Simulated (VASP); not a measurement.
# MgI2 (P-3m1) in VASP: further runs, part 2 of 2

VASP 6.6.1. The steps go on from the part before.

## (3) Single point, PBEsol

INCAR reads:

```
SYSTEM = MgI2
ALGO = Normal
EDIFF = 1E-6
ENCUT = 520
GGA = PS
ISIF = 2
ISMEAR = -1
LASPH = .True.
LCHARG = .True.
LELF = .True.
LREAL = .False.
LVHAR = .True.
LWAVE = .False.
NBANDS = 15
NELM = 100
PREC = Accurate
SIGMA = 0.02
```

KPOINTS reads:

```
k-points
0
Gamma
  6 6 4
  0 0 0
```

POSCAR reads:

```
MgI2
1.0
    4.1400000000      0.0000000000      0.0000000000
   -2.0700000000      3.5853451717      0.0000000000
    0.0000000000      0.0000000000      6.8800000000
Mg I
1 2
Direct
    0.0000000000      0.0000000000      0.0000000000
    0.3333333333      0.6666666667      0.2500000000
    0.6666666667      0.3333333333      0.7500000000
```

Potentials or basis: VASP PAW PBE potentials, release 64 (Mg, I).

Run with:

```bash
> cat potpaw_PBE.64/Mg/POTCAR potpaw_PBE.64/I/POTCAR > POTCAR
> mpirun -np 1 vasp_std > vasp.out
```

OUTCAR:

```text
SYSTEM = MgI2
   EDIFF = 1E-6
   ENCUT = 520
   GGA = PS
   ISIF = 2
   ISMEAR = -1
   LASPH = .True.
   LREAL = .False.
   NELM = 100
   PREC = Accurate

 ion  position               nearest neighbor table
   1  0.000  0.000  0.000-   2 2.94   3 2.94   3 2.94   2 2.94   3 2.94   2 2.94
   2  0.333  0.667  0.250-   1 2.94   1 2.94   1 2.94
   3  0.667  0.333  0.750-   1 2.94   1 2.94   1 2.94

  LATTYP: Found a hexagonal cell.
 ALAT       =     4.1400000000
 C/A-ratio  =     1.6618357488

  Lattice vectors:

 A1 = (   4.1400000000,   0.0000000000,   0.0000000000)
 A2 = (  -2.0700000000,   3.5853451717,   0.0000000000)
 A3 = (   0.0000000000,   0.0000000000,   6.8800000000)

Analysis of symmetry for initial positions (statically):
=====================================================================
 Subroutine PRICEL returns:
 Original cell was already a primitive cell.

 Routine SETGRP: Setting up the symmetry group for a
 hexagonal supercell.

 Subroutine GETGRP returns: Found 12 space group operations
 (whereof 12 operations were pure point group operations)
 out of a pool of 24 trial point group operations.

The static configuration has the point symmetry D_3d.
[... 178 lines left out ...]
      8       2.2613      2.00000
      9       5.7708      0.00000
     10       6.9851      0.00000
     11       9.0046      0.00000
     12       9.0046      0.00000
     13       9.5976      0.00000
     14      10.4397      0.00000
[... 401 lines left out ...]
      2      -8.9258      2.00000
      3      -0.8164      2.00000
      4      -0.5050      2.00000
      5      -0.5050      2.00000
      6      -0.0085      2.00000
      7       1.7038      2.00000
      8       1.7038      2.00000
      9       6.9240      0.00000
     10       7.7490      0.00000
     11       7.7490      0.00000
     12       9.3489      0.00000
     13      10.5336      0.00000
     14      10.9494      0.00000
     15      11.0991      0.00000

------------------------ aborting loop because EDIFF is reached ----------------------------------------

  FORCE on cell =-STRESS in cart. coord.  units (eV):
  Direction    XX          YY          ZZ          XY          YZ          ZX
  --------------------------------------------------------------------------------------
  -------------------------------------------------------------------------------------
  Total       -0.4378302     -0.4378302     -0.7322765      0.0000000      0.0000000     -0.0000000
  in kB       -6.8690486     -6.8690486    -11.4885688      0.0000000      0.0000000     -0.0000000
  external PRESSURE =      -8.4088887 kB  Pullay stress =       0.0000000 kB

 VOLUME and BASIS-vectors are now :
 -----------------------------------------------------------------------------
  energy-cutoff  :      520.00
  volume of cell :      102.12
      direct lattice vectors                 reciprocal lattice vectors
     4.140000000  0.000000000  0.000000000     0.241545894  0.139456587  0.000000000
    -2.070000000  3.585345172  0.000000000     0.000000000  0.278913174  0.000000000
     0.000000000  0.000000000  6.880000000     0.000000000  0.000000000  0.145348837

 POSITION                                       TOTAL-FORCE (eV/Angst)
 -----------------------------------------------------------------------------------
      0.00000      0.00000      0.00000        -0.000000      0.000000      0.000000
     -0.00000      2.39023      1.72000        -0.000000      0.000000     -0.300101
      2.07000      1.19512      5.16000         0.000000     -0.000000      0.300101
 -----------------------------------------------------------------------------------
    total drift:                                0.000000     -0.000000      0.000000

  FREE ENERGIE OF THE ION-ELECTRON SYSTEM (eV)
  ---------------------------------------------------
  free  energy   TOTEN  =        -8.4027344490 eV

  energy  without entropy=       -8.4027344490  energy(sigma->0) =       -8.40273445
```

Wall time 35 s (1 thread of Intel Xeon 6975P-C, shared host); peak memory 0.24 GiB.

Results:

* Free energy: -8.4027 eV
* Pressure: -0.8 GPa
* Largest force: 0.300 eV/Å
* Band gap on the k mesh: 3.42 eV, indirect (least direct gap 3.51 eV)

Forces in eV/Å, atoms in the order of the input:
```
Mg   0.000  0.000  0.000
I    0.000  0.000 -0.300
I    0.000  0.000  0.300
```

Levels at points of the mesh, in eV from the valence-band top:
```tsv
k point	band 6	band 7	band 8	band 9	band 10	band 11
(0.00, 0.00, 0.00)	-0.02	0.00	0.00	3.51	4.72	6.74
(0.50, 0.00, 0.00)	-1.31	-0.98	-0.41	3.60	5.17	5.28
(0.00, 0.00, 0.50)	-0.25	-0.13	-0.13	4.61	4.79	6.54
(0.50, 0.00, 0.50)	-1.09	-0.85	-0.70	3.42	4.97	5.54
```

Caveat: the PAW data sets were made with another functional, which shifts forces and pressure a little; spin-orbit coupling is left out, which moves the levels of the heavy elements; this functional lacks dispersion, which binds the layers, so the pressure and a relaxed spacing across them are unreliable.

## (4) Single point, PBEsol

INCAR reads:

```
  ALGO = Normal
  EDIFF = 1E-7
  ENCUT = 520
  GGA = PS
  ISIF = 2
  ISMEAR = -1
  LASPH = T
  LCHARG = T
  LELF = T
  LREAL = F
  LVHAR = T
  LWAVE = F
  NBANDS = 15
  NELM = 80
  PREC = Accurate
  SIGMA = 0.02
```

KPOINTS reads:

```
k-points
0
Gamma
  12 12 4
```

POSCAR is that of step 3.

Run with:

```bash
> cat potpaw_PBE.64/Mg/POTCAR potpaw_PBE.64/I/POTCAR > POTCAR
> mpirun -np 1 vasp_std > vasp.out
```

Wall time 72 s (1 thread of Intel Xeon 6975P-C, shared host); peak memory 0.29 GiB.

Results (log left out):

| Quantity | Value |
| --- | --- |
| Free energy | -8.4040 eV |
| Pressure | -0.8 GPa |
| Largest force | 0.299 eV/Å |
| Band gap on the k mesh | 3.42 eV, indirect (least direct gap 3.51 eV) |

Forces on the atoms (eV/Å):
```
Mg   0.000  0.000  0.000
I    0.000  0.000 -0.299
I    0.000  0.000  0.299
```

Stress tensor (GPa, compression positive):
```
-0.70  0.00  0.00
 0.00 -0.70  0.00
 0.00  0.00 -1.14
```

Levels at points of the mesh, in eV from the valence-band top:
```csv
k point,band 6,band 7,band 8,band 9,band 10,band 11
"(0.00, 0.00, 0.00)",-0.02,0.00,0.00,3.51,4.72,6.74
"(0.50, 0.00, 0.00)",-1.31,-0.98,-0.41,3.60,5.17,5.28
"(0.00, 0.00, 0.50)",-0.25,-0.13,-0.13,4.61,4.79,6.54
"(0.50, 0.00, 0.50)",-1.09,-0.85,-0.70,3.42,4.97,5.54
```

Caveat: the PAW data sets were made with another functional, which shifts forces and pressure a little; spin-orbit coupling is left out, which moves the levels of the heavy elements; this functional lacks dispersion, which binds the layers, so the pressure and a relaxed spacing across them are unreliable. A k mesh can miss the band edges.

## (5) Summary

| k mesh | gap on the mesh (eV) | pressure (GPa) | largest force (eV/Å) |
| --- | --- | --- | --- |
| 6 × 6 × 2 | 3.42 | -0.8 | 0.30 |
| 6 × 6 × 4 | 3.42 | -0.8 | 0.30 |
| 12 × 12 × 4 | 3.42 | -0.8 | 0.30 |

Alike in all rows: task single point; level PBEsol; potentials or basis VASP PAW PBE potentials, release 64 (Mg, I); no spin polarisation; cell as given; cutoff (eV) 520; smearing fermi-dirac 0.02 eV.

Caveats: some runs use coarse meshes; the PAW data sets were made with another functional, which shifts forces and pressure a little; spin-orbit coupling is left out, which moves the levels of the heavy elements; this functional lacks dispersion, which binds the layers, so the pressure and a relaxed spacing across them are unreliable.

Absolute energies hang on the potentials; compare differences alone.
